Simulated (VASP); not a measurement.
# Sb7S (R-3m) in VASP: single point with PBE

Aim: the single point of Sb7S with PBE.

All numbers are computed with VASP 6.6.1; they aren't measurements. Logs are shortened: lines on timing, memory, paths and dates and some standing lists are left out, and cuts for length are marked.

**1. The cell of the first run**

It takes space group R-3m (No. 166, trigonal). The conventional cell has a = 8.696 Å, b = 8.696 Å, c = 22.319 Å, α = 90.00°, β = 90.00°, γ = 120.00°. Within 3.6 Å of Sb (site symmetry m) lie 1 S at 2.71 Å and 5 Sb at 2.96 to 3.37 Å. Sb (site symmetry m) has 5 Sb at 2.96 to 3.31 Å and 1 S at 3.59 Å within 3.9 Å. Sb (site symmetry 3m) has 6 Sb at 2.96 to 3.37 Å within 3.9 Å. Within 3.6 Å of S (site symmetry 3m) lie 6 Sb at 2.71 to 3.59 Å.

**2. Single point, PBE**

The input, INCAR:

```
SYSTEM = Sb7S
PREC     = Accurate       ! precision mode
ENCUT    = 520            ! plane-wave cutoff, eV
EDIFF    = 1E-7           ! SCF threshold, eV
ISMEAR   = 0              ! smearing method
SIGMA    = 0.1            ! smearing width, eV
LREAL    = Auto         
LASPH    = .TRUE.         ! aspherical terms in the spheres
NELM     = 100            ! most SCF steps
ALGO     = Normal         ! electronic algorithm
ISIF     = 2              ! what is computed and relaxed
LWAVE    = .FALSE.        ! write WAVECAR
LCHARG   = .TRUE.         ! write CHGCAR
GGA      = PE             ! functional
LELF     = .TRUE.         ! ELF
LVHAR    = .TRUE.       
NBANDS   = 55             ! bands
```

The input, KPOINTS:

```
Automatic mesh
0
G
  6 6 6
  0 0 0
```

The input, POSCAR:

```
Sb7S
1.0
    4.3481409882      2.5104003700      7.4395746404
   -4.3481409882      2.5104003700      7.4395746404
    0.0000000000     -5.0208007400      7.4395746404
Sb S
14 2
Direct
    0.6219561457      0.1152719284      0.1152719284
    0.3794454816      0.8841453420      0.3794454816
    0.1152719284      0.1152719284      0.6219561457
    0.6165650569      0.6165650569      0.6165650569
    0.8841453420      0.3794454816      0.3794454816
    0.1152719284      0.6219561457      0.1152719284
    0.3794454816      0.3794454816      0.8841453420
    0.1158546580      0.6205545184      0.6205545184
    0.8847280716      0.8847280716      0.3780438543
    0.3834349431      0.3834349431      0.3834349431
    0.6205545184      0.1158546580      0.6205545184
    0.8847280716      0.3780438543      0.8847280716
    0.6205545184      0.6205545184      0.1158546580
    0.3780438543      0.8847280716      0.8847280716
    0.9019016094      0.9019016094      0.9019016094
    0.0980983906      0.0980983906      0.0980983906
```

Potentials or basis: VASP PAW PBE potentials, release 64 (Sb, S).

Command:

```bash
> cat potpaw_PBE.64/Sb/POTCAR potpaw_PBE.64/S/POTCAR > POTCAR
> mpirun -np 1 vasp_std > vasp.out
```

OUTCAR:

```text
SYSTEM = Sb7S
   PREC = Accurate
   ENCUT = 520
   EDIFF = 1E-7
   ISMEAR = 0
   LREAL = Auto
   LASPH = .TRUE.
   NELM = 100
   ISIF = 2
   GGA = PE

 ion  position               nearest neighbor table
   1  0.622  0.115  0.115-  15 2.71   2 2.96   7 2.96  12 3.31   9 3.31  10 3.37
   2  0.379  0.884  0.379-   1 2.96   3 2.96   4 2.96   8 3.31  13 3.31
   3  0.115  0.115  0.622-  15 2.71   5 2.96   2 2.96  14 3.31  12 3.31  10 3.37
   4  0.617  0.617  0.617-   7 2.96   5 2.96   2 2.96   9 3.37  12 3.37  14 3.37
   5  0.884  0.379  0.379-   6 2.96   3 2.96   4 2.96  11 3.31  13 3.31
   6  0.115  0.622  0.115-  15 2.71   5 2.96   7 2.96  14 3.31   9 3.31  10 3.37
   7  0.379  0.379  0.884-   1 2.96   6 2.96   4 2.96   8 3.31  11 3.31
   8  0.116  0.621  0.621-  12 2.96   9 2.96  10 2.96   2 3.31   7 3.31
   9  0.885  0.885  0.378-  16 2.71  11 2.96   8 2.96   6 3.31   1 3.31   4 3.37
  10  0.383  0.383  0.383-  13 2.96  11 2.96   8 2.96   3 3.37   6 3.37   1 3.37
  11  0.621  0.116  0.621-  14 2.96   9 2.96  10 2.96   5 3.31   7 3.31
  12  0.885  0.378  0.885-  16 2.71   8 2.96  13 2.96   1 3.31   3 3.31   4 3.37
  13  0.621  0.621  0.116-  12 2.96  14 2.96  10 2.96   5 3.31   2 3.31
  14  0.378  0.885  0.885-  16 2.71  11 2.96  13 2.96   6 3.31   3 3.31   4 3.37
  15  0.902  0.902  0.902-   3 2.71   1 2.71   6 2.71
  16  0.098  0.098  0.098-   9 2.71  12 2.71  14 2.71

  LATTYP: Found a trigonal (rhomboedric) cell.
 ALAT       =     8.9752833326
 COS(alpha) =     0.5306023659

  Lattice vectors:

 A1 = (   4.3481409882,   2.5104003700,   7.4395746404)
 A2 = (  -4.3481409882,   2.5104003700,   7.4395746404)
 A3 = (   0.0000000000,  -5.0208007400,   7.4395746404)

Analysis of symmetry for initial positions (statically):
=====================================================================
 Subroutine PRICEL returns:
 Original cell was already a primitive cell.

 Routine SETGRP: Setting up the symmetry group for a
 trigonal (rhombohedral) supercell.

 Subroutine GETGRP returns: Found 12 space group operations
 (whereof 12 operations were pure point group operations)
 out of a pool of 12 trial point group operations.

The static configuration has the point symmetry D_3d.

Analysis of symmetry for dynamics (positions and initial velocities):
=====================================================================
 Subroutine PRICEL returns:
 Original cell was already a primitive cell.

 Routine SETGRP: Setting up the symmetry group for a
 trigonal (rhombohedral) supercell.

 Subroutine GETGRP returns: Found 12 space group operations
 (whereof 12 operations were pure point group operations)
 out of a pool of 12 trial point group operations.

The dynamic configuration has the point symmetry D_3d.

[... 136 lines left out ...]
   PSTRESS=    0.0 pullay stress
   NELECT =      82.0000    total number of electrons
   NUPDOWN=      -1.0000    fix difference up-down
   EMIN   =  10.00;   EMAX   =-10.00  energy-range for DOS
   EFERMI =   0.00;   METHOD = LEGACY
   ISMEAR =     0;   SIGMA  =   0.10  broadening in eV -4-tet -1-fermi 0-gaus
   EFERMI_NEDOS =   21; number of points for ismear=-14 and -15
   IALGO  =     38    algorithm
   IMIX   =      4    mixing-type and parameters
     AMIX     =   0.40;   BMIX     =  1.00
     AMIX_MAG =   1.60;   BMIX_MAG =  1.00
  volume/ion in A,a.u.               =      30.45       205.51
  Fermi-wavevector in a.u.,A,eV,Ry     =   0.903852  1.708033 11.115265  0.816949
  Thomas-Fermi vector in A             =   2.027228
   LORBIT       =      0    0 simple, 1 ext, 2 COOP (PROOUT), +10 PAW based schemes
   GGA     = PE    functional components
   LHFCALC =     F    Hartree Fock is set to
   AEXX    =    0.0000 exact exchange contribution
   IVDW    =     0    specifies the selected vdW correction
   LEPSILON=     F    determine dielectric tensor
   LRPA    =     F    only Hartree local field effects (RPA)
 non-spin polarized calculation
 Gauss-broadening in eV      SIGMA  =   0.10
  energy-cutoff  :      520.00
  volume of cell :      487.24
 maximum number of plane-waves:     13144
 NGX is ok and might be reduce to    70
   NGX = 33   NGY = 33   NGZ = 33

 number of electron      81.9999998 magnetization

 Free energy of the ion-electron system (eV)
  ---------------------------------------------------
  ext. energy  EPLUGINS =         0.00000000
  ---------------------------------------------------
  free energy    TOTEN  =       -65.43101418 eV

  energy without entropy =      -65.39124562  energy(sigma->0) =      -65.41112990

 E-fermi :   6.5996     XC(G=0):  -9.3192

 val. band max:        6.5979299142   @ k =  -0.3333   0.3333   0.1667
 cond. band min:       6.6181707719   @ k =   0.3333   0.3333   0.1667
 fundamental gap:      0.0202408577
 Fermi energy:         6.5995793631

 k-point     1 :       0.0000    0.0000    0.0000
  band No.  band energies     occupation
      1      -7.2126      2.00000
      2      -6.8599      2.00000
      3      -5.2141      2.00000
      4      -4.0446      2.00000
      5      -3.7500      2.00000
      6      -3.7500      2.00000
[... 1333 lines left out ...]
     52       8.4703      0.00000
     53       9.1331      0.00000

 [... further k-points ...]

 [bands above 53 left out]

------------------------ aborting loop because EDIFF is reached ----------------------------------------

  FORCE on cell =-STRESS in cart. coord.  units (eV):
  Direction    XX          YY          ZZ          XY          YZ          ZX
  --------------------------------------------------------------------------------------
  -------------------------------------------------------------------------------------
  Total        0.0334262      0.0334262     -0.0811978     -0.0000000     -0.0000000      0.0000000
  in kB        0.1099137      0.1099137     -0.2669987     -0.0000000     -0.0000000      0.0000000
  external PRESSURE =      -0.0157238 kB  Pullay stress =       0.0000000 kB

 VOLUME and BASIS-vectors are now :
 -----------------------------------------------------------------------------
  energy-cutoff  :      520.00
  volume of cell :      487.24
      direct lattice vectors                 reciprocal lattice vectors
     4.348140988  2.510400370  7.439574640     0.114991671  0.066390472  0.044805429
    -4.348140988  2.510400370  7.439574640    -0.114991671  0.066390472  0.044805429
     0.000000000 -5.020800740  7.439574640     0.000000000 -0.132780945  0.044805429

 POSITION                                       TOTAL-FORCE (eV/Angst)
 -----------------------------------------------------------------------------------
      2.20313      1.27198      6.34224         0.012643      0.007300      0.021113
     -2.19451      1.26700     12.22349        -0.002800      0.001616     -0.025788
      0.00000     -2.54396      6.34224         0.000000     -0.014599      0.021113
      0.00000      0.00000     13.76095         0.000000      0.000000      0.033446
      2.19451      1.26700     12.22349         0.002800      0.001616     -0.025788
     -2.20313      1.27198      6.34224        -0.012643      0.007300      0.021113
[... 8 lines left out ...]
      0.00000      0.00000     20.12929         0.000000      0.000000      0.009042
      0.00000      0.00000      2.18943         0.000000      0.000000     -0.009042
 -----------------------------------------------------------------------------------
    total drift:                               -0.000000      0.000000     -0.000000

  FREE ENERGIE OF THE ION-ELECTRON SYSTEM (eV)
  ---------------------------------------------------
  free  energy   TOTEN  =       -65.4310141801 eV

  energy  without entropy=      -65.3912456184  energy(sigma->0) =      -65.41112990
```

stdout:

```text
POSCAR found type information on POSCAR SbS
 POSCAR found :  2 types and      16 ions
 scaLAPACK will be used
 LDA part: xc-table for (Slater+PW92), standard interpolation
 POSCAR, INCAR and KPOINTS ok, starting setup
 FFT: planning ... GRIDC
 FFT: planning ... GRID_SOFT
 FFT: planning ... GRID
 WAVECAR not read
 entering main loop
```

Run time: 34 min. Hardware: 1 thread of AMD EPYC 9R45 (Zen 5), shared host; peak memory 0.94 GiB.

Results:

```
Free energy            : -65.4310 eV
Pressure               : 0.0 GPa
Largest force          : 0.033 eV/Å
Band gap on the k mesh : zero (band 41 reaches 7.14 eV, above the bottom of band 42 at 6.29 eV)
```

Forces in eV/Å, atoms in the order of the input:
```
Sb   0.013  0.007  0.021
Sb  -0.003  0.002 -0.026
Sb   0.000 -0.015  0.021
Sb   0.000  0.000  0.033
Sb   0.003  0.002 -0.026
Sb  -0.013  0.007  0.021
Sb   0.000 -0.003 -0.026
Sb  -0.003 -0.002  0.026
Sb   0.000  0.015 -0.021
Sb   0.000  0.000 -0.033
Sb   0.003 -0.002  0.026
Sb   0.013 -0.007 -0.021
Sb   0.000  0.003  0.026
Sb  -0.013 -0.007 -0.021
S    0.000  0.000  0.009
S    0.000  0.000 -0.009
```

Caveat: spin-orbit coupling is left out, which moves the levels of the heavy elements.
